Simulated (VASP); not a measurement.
SiC (Moissanite 3C): single point with PBE

Crystal: SiC (Moissanite 3C).

```
Si C
1.0
     0.00000    2.17900    2.17900
     2.17900    0.00000    2.17900
     2.17900    2.17900    0.00000
Si C
1 1
Cartesian
  0.0000 0.0000 0.0000
  1.0895 1.0895 1.0895
```

* Program: VASP 6.6.1
* Task: single point
* Functional: PBE
* Potentials or basis: VASP PAW PBE potentials, release 64 (Si, C)
* Cutoff: 600 eV
* k mesh: 8 × 8 × 8
* Occupations: gaussian, width 0.01 eV
* Spin: no spin polarisation

```json
{
 "Pressure": "3.1 GPa",
 "Band gap on the k mesh": "1.36 eV, indirect (least direct gap 4.54 eV)"
}
```

Levels at points of the mesh, in eV from the valence-band top:
```csv
k point,band 1,band 2,band 3,band 4,band 5,band 6,band 7,band 8,band 9
"(0.00, 0.00, 0.00)",-15.40,0.00,0.00,0.00,6.23,7.31,7.31,7.31,14.51
"(0.50, 0.00, 0.00)",-11.84,-8.53,-1.05,-1.05,5.43,7.23,7.23,10.05,16.20
"(0.50, 0.50, 0.00)",-10.39,-7.79,-3.19,-3.19,1.36,4.32,14.03,14.03,14.78
```

It took 16 s on 1 thread of Intel Xeon 8259CL, on a shared host, peak memory 0.15 GiB.

A k mesh can miss the band edges. As with any semilocal functional, this PBE gap is likely too small.
